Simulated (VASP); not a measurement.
Crystal: CdTe.

```
CELL_PARAMETERS angstrom
0.00000 3.20500 3.20500
3.20500 0.00000 3.20500
3.20500 3.20500 0.00000
ATOMIC_POSITIONS crystal
Cd 0.00000 0.00000 0.00000
Te 0.25000 0.25000 0.25000
```

Base run:

* Program: VASP 6.6.1
* Functional: PBE
* Potentials or basis: VASP PAW PBE potentials, release 64 (Cd, Te)
* Cutoff: 520 eV
* k mesh: 5 × 5 × 5
* Occupations: gaussian, width 0.01 eV
* Spin: no spin polarisation

Its results: band gap on the k mesh 0.87 eV, direct; pressure 4.5 GPa.

Problem. The run is repeated on the same cell with these changes: k mesh from 5 × 5 × 5 to 2 × 2 × 2. What comes out?

Solution. Band gap on the k mesh 0.76 eV, direct; pressure 8.4 GPa.

Caveats: some runs use coarse meshes; spin-orbit coupling is left out, which moves the levels of the heavy elements.

